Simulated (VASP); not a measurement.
Input of a VASP 6.6.1 run:

The input INCAR:

```
ALGO = Normal
EDIFF = 1E-6
ENCUT = 520
GGA = PS
ISIF = 2
ISMEAR = -1
LASPH = True
LCHARG = False
LREAL = False
LWAVE = False
NBANDS = 21
NELM = 60
PREC = Accurate
SIGMA = 0.5
```

Contents of KPOINTS:

```
k-points
0
Gamma
  6 6 4
```

The input POSCAR:

```
CdH2O2
1.0
    3.5019706991      0.0000000000      0.0000000000
   -1.7509853495      3.0327955887      0.0000000000
    0.0000000000      0.0000000000      4.5691751517
Cd H O
1 2 2
Direct
    0.0000000000      0.0000000000      0.0000000000
    0.6666666667      0.3333333333      0.5468707629
    0.3333333333      0.6666666667      0.4531292371
    0.6666666667      0.3333333333      0.7582065004
    0.3333333333      0.6666666667      0.2417934996
```

Potentials or basis: VASP PAW PBE potentials, release 64 (Cd, H, O).

The run is started by

```sh
$ cat potpaw_PBE.64/Cd/POTCAR potpaw_PBE.64/H/POTCAR potpaw_PBE.64/O/POTCAR > POTCAR
$ mpirun -np 1 vasp_std > vasp.out
```

(1) Estimate the pressure.

(2) Estimate the band gap on the k mesh.

(3) Predict the largest force.

Results:

(1) 2.5 GPa.

(2) 1.63 eV (least direct gap 2.01 eV).

(3) 0.770 eV/Å.

Caveat: the smearing spreads over this small gap; so wide a smearing shifts energies and pressures; the PAW data sets were made with another functional, which shifts forces and pressure a little.
